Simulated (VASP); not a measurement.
Fe:

```
Fe
1.0
    -1.50072    1.50072    1.44300
     1.50072   -1.50072    1.44300
     1.50072    1.50072   -1.44300
Fe
1
Direct
  0.00000 0.00000 0.00000
```

Base run:

| Quantity | Value |
| --- | --- |
| Program | VASP 6.6.1 |
| Functional | PBEsol |
| Potentials or basis | VASP PAW PBE potentials, release 64 (Fe_sv) |
| Cutoff | 600 eV |
| k mesh | 11 × 11 × 11 |
| Occupations | fermi-dirac, width 0.05 eV |
| Spin | collinear spin, ferromagnetic start |
| Starting moments | [3.0] μB |

Its results: pressure -24.9 GPa; net moment 2.58 μB per cell; site moments Fe +2.57 μB.

Problem. The run is repeated on the same cell with these changes: potentials or basis from VASP PAW PBE potentials, release 64 (Fe_sv) to VASP PAW PBE potentials, release 64 (Fe); cutoff from 600 eV to 520 eV; further incar settings from ALGO = Normal; EDIFF = 1e-06; NBANDS = 18 to ALGO = Fast; EDIFF = 1e-07; NBANDS = 14; valence electrons from 16 to 8. What comes out?

Solution. Pressure -21.6 GPa; net moment 2.59 μB per cell; site moments Fe +2.60 μB.

Caveats: the PAW data sets were made with another functional, which shifts forces and pressure a little.
